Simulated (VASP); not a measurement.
# Se (Pm-3m) in VASP: further runs

Se is run at these levels: BLYP; tasks: single point.

All numbers are computed with VASP 6.6.1; they aren't measurements. Logs are shortened: lines on timing, memory, paths and dates and some standing lists are left out, and cuts for length are marked.

## Step 1: The cell of the first run

The structure is cubic, space group Pm-3m (No. 221). The conventional cell has a = 2.909 Å, b = 2.909 Å, c = 2.909 Å, α = 90.00°, β = 90.00°, γ = 90.00°. Within 3.8 Å of Se (site symmetry m-3m) lie 6 Se at 2.91 Å.

## Step 2: Single point, BLYP

INCAR

```
SYSTEM = Se
PREC = Accurate ; ENCUT = 520
EDIFF = 1E-6 ; ISMEAR = -1
SIGMA = 0.1 ; LREAL = .FALSE.
LASPH = .TRUE. ; NELM = 60
ALGO = Normal ; ISIF = 2
LWAVE = .FALSE. ; LCHARG = .FALSE.
GGA = B5 ; ALDAX = 1.0
AGGAX = 1.0 ; AGGAC = 1.0
ALDAC = 0.0 ; NBANDS = 9
```

KPOINTS

```
Automatic mesh
0
G
  11 11 11
  0 0 0
```

POSCAR

```
Se
1.0
    2.9086586141      0.0000000000      0.0000000000
    0.0000000000      2.9086586141      0.0000000000
    0.0000000000      0.0000000000      2.9086586141
Se
1
Direct
    0.0000000000      0.0000000000      0.0000000000
```

Potentials or basis: VASP PAW PBE potentials, release 64 (Se).

Launch:

```bash
$ cat potpaw_PBE.64/Se/POTCAR > POTCAR
$ mpirun -np 1 vasp_std > vasp.out
```

OUTCAR:

```text
SYSTEM = Se
   PREC = Accurate
   ENCUT = 520
   EDIFF = 1E-6
   ISMEAR = -1
   LREAL = .FALSE.
   LASPH = .TRUE.
   NELM = 60
   ISIF = 2
   GGA = B5

 ion  position               nearest neighbor table
   1  0.000  0.000  0.000-

  LATTYP: Found a simple cubic cell.
 ALAT       =     2.9086586141

  Lattice vectors:

 A1 = (   2.9086586141,   0.0000000000,   0.0000000000)
 A2 = (   0.0000000000,   2.9086586141,   0.0000000000)
 A3 = (   0.0000000000,   0.0000000000,   2.9086586141)

Analysis of symmetry for initial positions (statically):
=====================================================================
 Subroutine PRICEL returns:
 Original cell was already a primitive cell.

 Routine SETGRP: Setting up the symmetry group for a
 simple cubic supercell.

 Subroutine GETGRP returns: Found 48 space group operations
[... 9 lines left out ...]

 Routine SETGRP: Setting up the symmetry group for a
 simple cubic supercell.

 Subroutine GETGRP returns: Found 48 space group operations
[... 11 lines left out ...]
                                     Primitive cell

  volume of cell :      24.6081

  direct lattice vectors                    reciprocal lattice vectors
     2.908658614  0.000000000  0.000000000     0.343801089  0.000000000  0.000000000
     0.000000000  2.908658614  0.000000000     0.000000000  0.343801089  0.000000000
     0.000000000  0.000000000  2.908658614     0.000000000  0.000000000  0.343801089

  length of vectors
     2.908658614  2.908658614  2.908658614     0.343801089  0.343801089  0.343801089

  position of ions in fractional coordinates (direct lattice)
     0.000000000  0.000000000  0.000000000

  ion indices of the primitive-cell ions
   primitive index   ion index
                 1           1

----------------------------------------------------------------------------------------

 KPOINTS: Automatic mesh

Automatic generation of k-mesh.
 Grid dimensions read from file:
 generate k-points for:   11   11   11

 Generating k-lattice:

  Cartesian coordinates                     Fractional coordinates (reciprocal lattice)
     0.031254644  0.000000000  0.000000000     0.090909091  0.000000000  0.000000000
     0.000000000  0.031254644  0.000000000     0.000000000  0.090909091  0.000000000
     0.000000000  0.000000000  0.031254644     0.000000000  0.000000000  0.090909091

  Length of vectors
     0.031254644  0.031254644  0.031254644

  Shift w.r.t. Gamma in fractional coordinates (k-lattice)
     0.000000000  0.000000000  0.000000000

 Subroutine IBZKPT returns following result:
 ===========================================

 Found     56 irreducible k-points:

 Following reciprocal coordinates:
            Coordinates               Weight
  0.000000  0.000000  0.000000      1.000000
  0.090909  0.000000  0.000000      6.000000
  0.181818  0.000000  0.000000      6.000000
  0.272727  0.000000  0.000000      6.000000
  0.363636  0.000000  0.000000      6.000000
  0.454545  0.000000  0.000000      6.000000
[... 16 lines left out ...]
  0.181818  0.090909  0.090909     24.000000
  0.272727  0.090909  0.090909     24.000000
 [... further k-points ...]
   k-points           NKPTS =     56   k-points in BZ     NKDIM =     56   number of bands    NBANDS=      9
   number of dos      NEDOS =    301   number of ions     NIONS =      1
   total plane-waves  NPLWV =  13824
   dimension x,y,z NGX =    24 NGY =   24 NGZ =   24
   dimension x,y,z NGXF=    48 NGYF=   48 NGZF=   48
   ions per type =               1
   NGX,Y,Z   is equivalent  to a cutoff of  13.72, 13.72, 13.72 a.u.
   NGXF,Y,Z  is equivalent  to a cutoff of  27.43, 27.43, 27.43 a.u.
 SYSTEM =  Se
   PREC   = accura    normal or accurate (medium, high low for compatibility)
   ISTART =      0    job   : 0-new  1-cont  2-samecut
   ICHARG =      2    charge: 1-file 2-atom 10-const
   ISPIN  =      1    spin polarized calculation?
   LNONCOLLINEAR =      F non collinear calculations
   LSORBIT =      F    spin-orbit coupling
   LASPH  =      T    aspherical Exc in radial PAW
   ENCUT  =  520.0 eV  38.22 Ry    6.18 a.u.   5.41  5.41  5.41*2*pi/ulx,y,z
   NELM   =     60;   NELMIN=  2; NELMDL= -5     # of ELM steps
   EDIFF  = 0.1E-05   stopping-criterion for ELM
   LREAL  =      F    real-space projection
   EDIFFG = 0.1E-04   stopping-criterion for IOM
   NSW    =      0    number of steps for IOM
   IBRION =     -1    ionic relax: 0-MD 1-quasi-New 2-CG
   NFREE  =      0    steps in history (QN), initial steepest desc. (CG)
   ISIF   =      2    stress and relaxation
   ISYM   =      2    0-nonsym 1-usesym 2-fastsym
   POTIM  = 0.5000    time-step for ionic-motion
   TEBEG  =    0.0;   TEEND  =   0.0 temperature during run
   PSTRESS=    0.0 pullay stress
   NELECT =       6.0000    total number of electrons
   NUPDOWN=      -1.0000    fix difference up-down
   EMIN   =  10.00;   EMAX   =-10.00  energy-range for DOS
   EFERMI =   0.00;   METHOD = LEGACY
   ISMEAR =    -1;   SIGMA  =   0.10  broadening in eV -4-tet -1-fermi 0-gaus
   EFERMI_NEDOS =   21; number of points for ismear=-14 and -15
   IALGO  =     38    algorithm
   IMIX   =      4    mixing-type and parameters
     AMIX     =   0.40;   BMIX     =  1.00
     AMIX_MAG =   1.60;   BMIX_MAG =  1.00
  volume/ion in A,a.u.               =      24.61       166.06
  Fermi-wavevector in a.u.,A,eV,Ry     =   1.022741  1.932701 14.231693  1.046000
  Thomas-Fermi vector in A             =   2.156437
   LORBIT       =      0    0 simple, 1 ext, 2 COOP (PROOUT), +10 PAW based schemes
   GGA     = B5    functional components
   LHFCALC =     F    Hartree Fock is set to
   AEXX    =    0.0000 exact exchange contribution
   IVDW    =     0    specifies the selected vdW correction
   LEPSILON=     F    determine dielectric tensor
   LRPA    =     F    only Hartree local field effects (RPA)
 non-spin polarized calculation
  energy-cutoff  :      520.00
  volume of cell :       24.61
 maximum number of plane-waves:       691
 NGX is ok and might be reduce to    24
   NGX = 11   NGY = 11   NGZ = 11

 number of electron       6.0000001 magnetization

 Free energy of the ion-electron system (eV)
  ---------------------------------------------------
  ext. energy  EPLUGINS =         0.00000000
  ---------------------------------------------------
  free energy    TOTEN  =        -2.76512947 eV

  energy without entropy =       -2.74665023  energy(sigma->0) =       -2.75588985

 E-fermi :   4.0820     XC(G=0):  -8.9190

 val. band max:        3.9626310238   @ k =   0.3636   0.1818   0.1818
 cond. band min:       4.1160200077   @ k =   0.4545   0.1818   0.1818
 fundamental gap:      0.1533889839
 Fermi energy:         4.0819555739

 k-point     1 :       0.0000    0.0000    0.0000
  band No.  band energies     occupation
      1     -11.2086      2.00000
      2       5.3339      0.00001
      3       5.3339      0.00001
      4       5.3339      0.00001
      5      11.8711      0.00000
      6      12.2038      0.00000
      7      12.2038      0.00000
      8      25.4705      0.00000
      9      25.4705      0.00000

 k-point     2 :       0.0909    0.0000    0.0000
  band No.  band energies     occupation
      1     -11.1061      2.00000
      2       4.3285      0.15657
      3       5.4130      0.00000
      4       5.4130      0.00000
      5      12.0907      0.00000
      6      12.3128      0.00000
      7      13.3591      0.00000
      8      23.7699      0.00000
      9      23.7699      0.00000

 k-point     3 :       0.1818    0.0000    0.0000
  band No.  band energies     occupation
      1     -10.8107      2.00000
      2       2.4063      2.00000
      3       5.6354      0.00000
      4       5.6354      0.00000
      5      12.4956      0.00000
      6      12.6293      0.00000
      7      15.8940      0.00000
      8      21.6162      0.00000
      9      21.6162      0.00000

 k-point     4 :       0.2727    0.0000    0.0000
  band No.  band energies     occupation
      1     -10.3668      2.00000
      2       0.5107      2.00000
      3       5.9529      0.00000
      4       5.9529      0.00000
      5      13.1137      0.00000
      6      13.1453      0.00000
      7      18.1236      0.00000
      8      19.7725      0.00000
      9      19.7725      0.00000

 k-point     5 :       0.3636    0.0000    0.0000
  band No.  band energies     occupation
      1      -9.8754      2.00000
      2      -1.0078      2.00000
      3       6.2780      0.00000
      4       6.2780      0.00000
      5      13.6684      0.00000
      6      14.0238      0.00000
      7      18.0668      0.00000
      8      18.4096      0.00000
      9      18.4096      0.00000

 k-point     6 :       0.4545    0.0000    0.0000
  band No.  band energies     occupation
      1      -9.5246      2.00000
      2      -1.8845      2.00000
      3       6.4903      0.00000
      4       6.4903      0.00000
      5      14.0827      0.00000
      6      15.0028      0.00000
      7      16.9521      0.00000
      8      17.6737      0.00000
      9      17.6737      0.00000

 k-point     7 :       0.0909    0.0909    0.0000
  band No.  band energies     occupation
      1     -11.0036      2.00000
      2       4.4074      0.07437
      3       4.4221      0.06453
      4       5.4918      0.00000
      5      12.3074      0.00000
      6      13.3212      0.00000
      7      13.5878      0.00000
      8      22.2323      0.00000
      9      23.5127      0.00000

 k-point     8 :       0.1818    0.0909    0.0000
  band No.  band energies     occupation
      1     -10.7084      2.00000
      2       2.4996      2.00000
      3       4.6585      0.00625
      4       5.7132      0.00000
      5      12.6694      0.00000
      6      13.7337      0.00000
      7      15.9456      0.00000
      8      20.2205      0.00000
      9      21.6811      0.00000

 k-point     9 :       0.2727    0.0909    0.0000
  band No.  band energies     occupation
      1     -10.2649      2.00000
      2       0.6081      2.00000
      3       5.0114      0.00018
      4       6.0293      0.00000
      5      13.2318      0.00000
      6      14.1775      0.00000
      7      17.3342      0.00000
      8      19.5456      0.00000
      9      19.8686      0.00000

 k-point    10 :       0.3636    0.0909    0.0000
  band No.  band energies     occupation
      1      -9.7739      2.00000
      2      -0.9081      2.00000
      3       5.3799      0.00000
      4       6.3526      0.00000
      5      13.9161      0.00000
      6      14.6280      0.00000
      7      16.4809      0.00000
      8      18.5153      0.00000
      9      19.4183      0.00000
[... 85 lines left out ...]
 k-point    18 :       0.4545    0.2727    0.0000
  band No.  band energies     occupation
      1      -8.6956      2.00000
      2      -1.0654      2.00000
      3       2.0518      2.00000
      4       7.0582      0.00000
      5      10.5143      0.00000
      6      15.5884      0.00000
      7      18.5911      0.00000
      8      19.7145      0.00000
      9      20.9995      0.00000

 k-point    19 :       0.3636    0.3636    0.0000
  band No.  band energies     occupation
      1      -8.5582      2.00000
      2       0.2590      2.00000
      3       0.2635      2.00000
      4       7.1570      0.00000
      5       9.8158      0.00000
      6      15.6986      0.00000
      7      19.6325      0.00000
      8      20.1368      0.00000
      9      21.0287      0.00000

 k-point    20 :       0.4545    0.3636    0.0000
  band No.  band energies     occupation
      1      -8.2127      2.00000
      2      -0.5978      2.00000
      3       0.5821      2.00000
      4       7.3507      0.00000
      5       8.9638      0.00000
      6      16.2783      0.00000
      7      19.1534      0.00000
      8      20.3013      0.00000
      9      20.4160      0.00000

 k-point    21 :       0.4545    0.4545    0.0000
  band No.  band energies     occupation
      1      -7.8689      2.00000
      2      -0.2711      2.00000
      3      -0.2707      2.00000
      4       7.5392      0.00000
      5       8.0907      0.00000
      6      16.8567      0.00000
      7      19.5491      0.00000
      8      19.6252      0.00000
      9      20.9547      0.00000

 k-point    22 :       0.0909    0.0909    0.0909
  band No.  band energies     occupation
      1     -10.9011      2.00000
      2       4.4900      0.03325
      3       4.5057      0.02848
      4       4.5057      0.02848
      5      13.2609      0.00000
      6      13.6893      0.00000
      7      13.6893      0.00000
      8      22.0209      0.00000
      9      22.5334      0.00000

 k-point    23 :       0.1818    0.0909    0.0909
  band No.  band energies     occupation
      1     -10.6062      2.00000
      2       2.5927      2.00000
      3       4.7419      0.00272
      4       4.7444      0.00265
      5      13.6660      0.00000
      6      13.9823      0.00000
      7      16.0040      0.00000
      8      20.2752      0.00000
      9      20.3726      0.00000

 k-point    24 :       0.2727    0.0909    0.0909
  band No.  band energies     occupation
      1     -10.1630      2.00000
      2       0.7051      2.00000
      3       5.0820      0.00009
      4       5.1065      0.00007
      5      14.0911      0.00000
      6      14.4260      0.00000
      7      17.1946      0.00000
      8      18.3526      0.00000
      9      20.3685      0.00000

 [... further k-points ...]

------------------------ aborting loop because EDIFF is reached ----------------------------------------

  FORCE on cell =-STRESS in cart. coord.  units (eV):
  Direction    XX          YY          ZZ          XY          YZ          ZX
  --------------------------------------------------------------------------------------
  -------------------------------------------------------------------------------------
  Total        0.0229470      0.0229470      0.0229470     -0.0000000     -0.0000000      0.0000000
  in kB        1.4940260      1.4940260      1.4940260     -0.0000000     -0.0000000      0.0000000
  external PRESSURE =       1.4940260 kB  Pullay stress =       0.0000000 kB

 VOLUME and BASIS-vectors are now :
 -----------------------------------------------------------------------------
  energy-cutoff  :      520.00
  volume of cell :       24.61
      direct lattice vectors                 reciprocal lattice vectors
     2.908658614  0.000000000  0.000000000     0.343801089  0.000000000  0.000000000
     0.000000000  2.908658614  0.000000000     0.000000000  0.343801089  0.000000000
     0.000000000  0.000000000  2.908658614     0.000000000  0.000000000  0.343801089

 POSITION                                       TOTAL-FORCE (eV/Angst)
 -----------------------------------------------------------------------------------
      0.00000      0.00000      0.00000         0.000000      0.000000      0.000000
 -----------------------------------------------------------------------------------
    total drift:                                0.000000      0.000000      0.000000

  FREE ENERGIE OF THE ION-ELECTRON SYSTEM (eV)
  ---------------------------------------------------
  free  energy   TOTEN  =        -2.7651294710 eV

  energy  without entropy=       -2.7466502265  energy(sigma->0) =       -2.75588985
```

It took 6.3 s on 1 thread of Intel Xeon 6975P-C (Granite Rapids), shared host; peak memory 0.14 GiB.

What came out:

```yaml
Free_energy: -2.7651 eV
Pressure: 0.1 GPa
Band_gap_on_the_k_mesh: zero (band 3 reaches 6.49 eV, above the bottom of band 4 at 1.17 eV)
```

Levels at points of the mesh, in eV from the Fermi level:
```csv
k point,band 1,band 2,band 3,band 4,band 5,band 6,band 7,band 8
"(0.00, 0.00, 0.00)",-15.29,1.25,1.25,1.25,7.79,8.12,8.12,21.39
```

Caveat: the PAW data sets were made with another functional, which shifts forces and pressure a little.

## Step 3: Single point, BLYP (volume scaled by 0.88)

INCAR

```
PREC = Accurate
ENCUT = 520
EDIFF = 1E-6
ISMEAR = -1
SIGMA = 0.1
LREAL = False
LASPH = True
NELM = 80
ALGO = Normal
ISIF = 2
LWAVE = False
LCHARG = False
GGA = B5
ALDAX = 1.0
AGGAX = 1.0
AGGAC = 1.0
ALDAC = 0.0
NBANDS = 9
```

KPOINTS

```
regular mesh
0
Gamma
  12 12 12
```

POSCAR

```
Se
1.0
    2.7873209282      0.0000000000      0.0000000000
    0.0000000000      2.7873209282      0.0000000000
    0.0000000000      0.0000000000      2.7873209282
Se
1
Direct
    0.0000000000      0.0000000000      0.0000000000
```

Potentials or basis: VASP PAW PBE potentials, release 64 (Se).

Launch:

```bash
$ cat potpaw_PBE.64/Se/POTCAR > POTCAR
$ mpirun -np 1 vasp_std > vasp.out
```

Wall time 7.1 s (1 thread of Intel Xeon 6975P-C (Granite Rapids), shared host); peak memory 0.14 GiB.

It converged, with:

| Quantity | Value |
| --- | --- |
| Free energy | -2.6791 eV |
| Pressure | 10.1 GPa |
| Band gap on the k mesh | zero (band 3 reaches 8.55 eV, above the bottom of band 4 at 2.16 eV) |

Levels at points of the mesh, in eV from the Fermi level:
| k point | band 1 | band 2 | band 3 | band 4 | band 5 | band 6 |
| --- | --- | --- | --- | --- | --- | --- |
| (0.00, 0.00, 0.00) | -16.42 | 1.41 | 1.41 | 1.41 | 7.87 | 7.87 |
| (0.50, 0.00, 0.00) | -14.24 | -7.22 | 2.90 | 2.90 | 10.04 | 12.08 |
| (0.50, 0.50, 0.00) | -12.06 | -5.25 | -5.25 | 3.01 | 4.26 | 13.75 |
| (0.50, 0.50, 0.50) | -9.81 | -3.49 | -3.49 | -3.49 | 5.93 | 5.93 |

Caveat: the PAW data sets were made with another functional, which shifts forces and pressure a little.
